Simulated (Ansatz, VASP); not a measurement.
One calculation of SiC5, two programs

File INCAR:

```
SYSTEM = SiC5
ALGO = Normal
EDIFF = 1E-6
EDIFFG = -0.04
ENCUT = 600
GGA = PE
IBRION = 2
ISIF = 3
ISMEAR = 0
LASPH = .True.
LCHARG = .False.
LREAL = .False.
LWAVE = .False.
NELM = 60
NSW = 90
PREC = Accurate
SIGMA = 0.1
```

Contents of KPOINTS:

```
k-points
0
Gamma
  12 12 1
  0 0 0
```

The input POSCAR:

```
SiC5
1.0
    2.4411142620      0.0000000000      0.0000000000
   -1.2205571310      2.1140669644      0.0000000000
    0.0000000000      0.0000000000     16.0414804962
Si C
1 5
Direct
    0.0000000000      0.0000000000      0.5000000000
    0.0000000000      0.0000000000      0.0000000000
    0.3333333333      0.6666666667      0.7672688428
    0.6666666667      0.3333333333      0.7672688428
    0.3333333333      0.6666666667      0.2327311572
    0.6666666667      0.3333333333      0.2327311572
```

Input for Ansatz:

```yaml
crystal:
  lattice:
    - [2.441114262, 0.0, 0.0]
    - [-1.220557131, 2.1140669644, 0.0]
    - [0.0, 0.0, 16.0414804962]
  atoms:
    - { symbol: Si, position: [0.0, 0.0, 0.5] }
    - { symbol: C, position: [0.0, 0.0, 0.0] }
    - { symbol: C, position: [0.3333333333, 0.6666666667, 0.7672688428] }
    - { symbol: C, position: [0.6666666667, 0.3333333333, 0.7672688428] }
    - { symbol: C, position: [0.3333333333, 0.6666666667, 0.2327311572] }
    - { symbol: C, position: [0.6666666667, 0.3333333333, 0.2327311572] }
basis:
  ecutwfc: 420
kpoints:
  mp_grid: { grid: [12, 12, 1] }
hamiltonian:
  xc: pbe
scf:
  occupations: { method: gaussian, width: 0.1 }
  lower_state_search: "off"
output:
  forces: true
  stress: true
  eigenvalues: true
relax:
  adjacent_minimum: "off"
  f_tol: 0.04
  max_steps: 70
  cell: { stress_tol: 0.4 }
```

Alike in both runs: task relaxation of cell and atoms; functional PBE; k mesh 12 × 12 × 1; occupations gaussian, width 0.1 eV; no spin polarisation.

|  | VASP | Ansatz |
| --- | --- | --- |
| version | VASP 6.6.1 | Ansatz 0.2.0 |
| potentials or method | VASP PAW PBE potentials, release 64 (Si, C), cutoff 600 eV | scalar-relativistic, plane waves, PAW |
| valence electrons in the cell | 24 | 24 |

```tsv
	VASP	Ansatz	Ansatz less VASP
gap on the k mesh at the Fermi level, each at its own relaxed structure (eV)	0.14	0.14	0.000
relaxed volume (Å³/atom)	13.75	13.88	+0.133
relaxed cell length with the largest relative difference (Å)	16.046	16.182	+0.1365
```
